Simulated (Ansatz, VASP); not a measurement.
**PbS in VASP and in Ansatz**

```
CELL_PARAMETERS angstrom
0.00000 2.96500 3.11325
2.96500 0.00000 3.11325
2.96500 2.96500 0.00000
ATOMIC_POSITIONS crystal
Pb 0.00000 0.00000 0.00000
S 0.50000 0.50000 0.50000
```

Change from the starting cell: strain +0.000 along x and y, +0.050 along z, atoms carried along.

Alike in both runs: task single point; functional PBEsol; k mesh 10 × 10 × 10; occupations gaussian, width 0.03 eV; no spin polarisation.

```csv
,VASP,Ansatz
version,VASP 6.6.1,Ansatz 0.2.0
potentials or method,"VASP PAW PBE potentials, release 64 (Pb_d, S), cutoff 520 eV","scalar-relativistic, plane waves, PAW"
valence electrons in the cell,20,20
```

```csv
,VASP,Ansatz,Ansatz less VASP
gap on the k mesh at the Fermi level (eV),0.37,0.36,-0.005
least direct gap on the mesh (eV),0.37,0.36,-0.005
pressure (GPa),-3.0,-3.0,+0.05
"traceless stress, the component that is largest in VASP (GPa)",-2.86,-2.84,+0.012
```

VASP's potentials were made for PBE, not for PBEsol. The functional is the same, so the differences come from potentials, cutoffs and numerics.

Neither program's run includes spin-orbit coupling.
